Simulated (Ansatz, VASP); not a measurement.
# Al2Cu: VASP beside Ansatz

```
CELL_PARAMETERS angstrom
4.08417 0.00000 0.00000
0.00000 4.08417 0.00000
0.00000 0.00000 2.93179
ATOMIC_POSITIONS crystal
Al 0.50000 0.00000 0.50000
Al 0.00000 0.50000 0.50000
Cu 0.00000 0.00000 0.00000
```

Change from the starting cell: strain +0.000 along x and y, +0.030 along z, atoms carried along.

Alike in both runs: task single point; functional PBEsol; k mesh 12 × 12 × 16; occupations gaussian, width 0.15 eV; no spin polarisation.

|  | VASP | Ansatz |
| --- | --- | --- |
| version | VASP 6.6.1 | Ansatz 0.2.0 |
| potentials or method | VASP PAW PBE potentials, release 64 (Al, Cu), cutoff 520 eV | scalar-relativistic, plane waves, PAW |
| valence electrons in the cell | 17 | 25 |

Ansatz gave:

```
gap on the k mesh at the Fermi level (eV)                     : none
pressure (GPa)                                                : -2.6
traceless stress, the component that is largest in VASP (GPa) : -1.91
```

Which values does VASP return?

gap on the k mesh at the Fermi level (eV): none; pressure (GPa): -2.4; traceless stress, the component that is largest in VASP (GPa): -1.90.

VASP's potentials were made for PBE, not for PBEsol. A gap of «none» marks a metal or a gap that the smearing closes. The functional is the same, so the differences come from potentials, cutoffs and numerics. VASP's potentials hold 17 valence electrons a cell and Ansatz's 25, so a difference there can come from the potentials and not from the codes.
